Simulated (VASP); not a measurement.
Crystal: Ho2Sb2N.

```xyz
10
Lattice="5.8387 0.0000 0.0000 0.0000 5.8387 0.0000 0.0000 0.0000 7.1104" Properties=species:S:1:pos:R:3 pbc="T T T"
Ho    4.2199    1.6188    0.0000
Ho    1.6188    4.2199    0.0000
Ho    1.3005    1.3005    3.5552
Ho    4.5382    4.5382    3.5552
Sb    0.0000    0.0000    1.3130
Sb    2.9194    2.9194    4.8682
Sb    2.9194    2.9194    2.2421
Sb    0.0000    0.0000    5.7973
N     0.0000    0.0000    3.5552
N     2.9194    2.9194    0.0000
```

The cell was generated, and may not be a known phase.

| Property | Result |
| --- | --- |
| Program | VASP 6.6.1 |
| Task | relaxation of cell and atoms |
| Functional | PBE |
| Potentials or basis | VASP PAW PBE potentials, release 64 (Ho_3, Sb, N), 4f in core |
| Cutoff | 600 eV |
| k mesh | 3 × 3 × 3 |
| Occupations | gaussian, width 0.2 eV |
| Spin | no spin polarisation |

At the start: pressure 40.7 GPa; volume 24.24 Å³/atom.

Problem. How do energy, volume and symmetry change on relaxing?

Solution. Over 13 steps the energy falls by 1144.4 meV/atom and the volume is 35.71 Å³/atom (+47.3 %); space group P4_2/mnm (No. 136, to 0.1 Å) before and after.

The path:
```
step  energy change (eV)  largest force (eV/Å)  pressure (GPa)  volume (Å³)
   1              0.0000                4.3733           40.72       242.40
   2             -2.7644                1.9340           -8.96       528.83
   3            -10.6890                2.2483           -1.02       353.56
   4            -10.7239                2.2048           -0.29       348.30
   5            -10.7328                2.1668            0.31       344.26
   6            -11.3822                0.4875           -0.12       352.60
   7            -11.4096                0.1070           -0.01       354.78
   8            -11.4229                0.1372            0.04       354.79
   9            -11.4316                0.1850            0.14       354.76
  10            -11.4408                0.0923           -0.07       356.72
  11            -11.4426                0.0986           -0.21       358.14
  12            -11.4416                0.1213            0.25       355.87
  13            -11.4442                0.0059           -0.01       357.12
```

Final structure:
```
Ho Sb N
1.0
     6.77318    0.00000    0.00000
     0.00000    6.77318    0.00000
     0.00000    0.00000    7.78456
Ho Sb N
4 4 2
Direct
  0.72123 0.27877 0.00000
  0.27877 0.72123 0.00000
  0.22123 0.22123 0.50000
  0.77877 0.77877 0.50000
  0.00000 0.00000 0.20523
  0.50000 0.50000 0.70523
  0.50000 0.50000 0.29477
  0.00000 0.00000 0.79477
  0.00000 0.00000 0.50000
  0.50000 0.50000 0.00000
```

Caveat: the volume moved by over 15 % at a fixed basis, so the end points are rough; the run has no spin polarisation, though such a crystal can be magnetic.
